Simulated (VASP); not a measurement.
Input of a VASP 6.6.1 run:

File INCAR:

```
PREC = Accurate ; ENCUT = 600
EDIFF = 1E-7 ; ISMEAR = -1
SIGMA = 0.05 ; LREAL = False
LASPH = True ; NELM = 80
ALGO = Normal ; ISIF = 3
LWAVE = False ; LCHARG = False
GGA = PE ; IVDW = 12
IBRION = 2 ; NSW = 60
EDIFFG = -0.01
```

KPOINTS

```
Automatic mesh
0
Gamma
  7 7 7
```

POSCAR

```
BaTiO3
1.0
    2.8273666084      1.6323808724      2.3183934932
   -2.8273666084      1.6323808724      2.3183934932
    0.0000000000     -3.2647617449      2.3183934932
Ba Ti O
1 1 3
Direct
    0.0000000000      0.0000000000      0.0000000000
    0.4845000000      0.4845000000      0.4845000000
    0.5086000000      0.0175000000      0.5086000000
    0.0175000000      0.5086000000      0.5086000000
    0.5086000000      0.5086000000      0.0175000000
```

Potentials or basis: VASP PAW PBE potentials, release 64 (Ba_sv, Ti_sv, O).

Run with:

```sh
$ cat potpaw_PBE.64/Ba_sv/POTCAR potpaw_PBE.64/Ti_sv/POTCAR potpaw_PBE.64/O/POTCAR > POTCAR
$ mpirun -np 1 vasp_std > vasp.out
```

(1) Estimate the dispersion energy per atom.

(2) What does it give for the space group after relaxing (to 0.1 Å)?

(3) What does it give for the relaxed volume?

(4) Estimate the band gap on the k mesh.

Results:

(1) -0.259 eV.

(2) R3m (No. 160).

(3) 13.11 Å³/atom.

(4) 2.44 eV (least direct gap 2.82 eV).

Caveat: spin-orbit coupling is left out, which moves the levels of the heavy elements.
